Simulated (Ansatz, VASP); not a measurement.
# One calculation of ZnSe, two programs

```
Zn Se
1.0
     0.00000    2.52533    2.52533
     2.52533    0.00000    2.52533
     2.52533    2.52533    0.00000
Zn Se
1 1
Cartesian
  0.0000 0.0000 0.0000
  2.5253 2.5253 2.5253
```

Change from the starting cell: volume scaled by 0.88, PAW files.

Alike in both runs: task single point; functional PBEsol; k mesh 15 × 15 × 15; occupations fermi-dirac, width 0.05 eV; no spin polarisation.

|  | VASP | Ansatz |
| --- | --- | --- |
| version | VASP 6.6.1 | Ansatz 0.2.0 |
| potentials or method | VASP PAW PBE potentials, release 64 (Zn, Se) | PAW with Ansatz's default frozen-core files, scalar-relativistic |
| plane-wave cutoff (eV) | 520 | 420 |
| valence electrons in the cell | 18 | 28 |

Ansatz gave:

```
pressure (GPa) : 14.1
```

**Question.** Estimate VASP's values.

**Answer.** Pressure (GPa): 14.6.

VASP's potentials were made for PBE, not for PBEsol. VASP's potentials hold 18 valence electrons a cell and Ansatz's 28, so a difference there can come from the potentials and not from the codes.
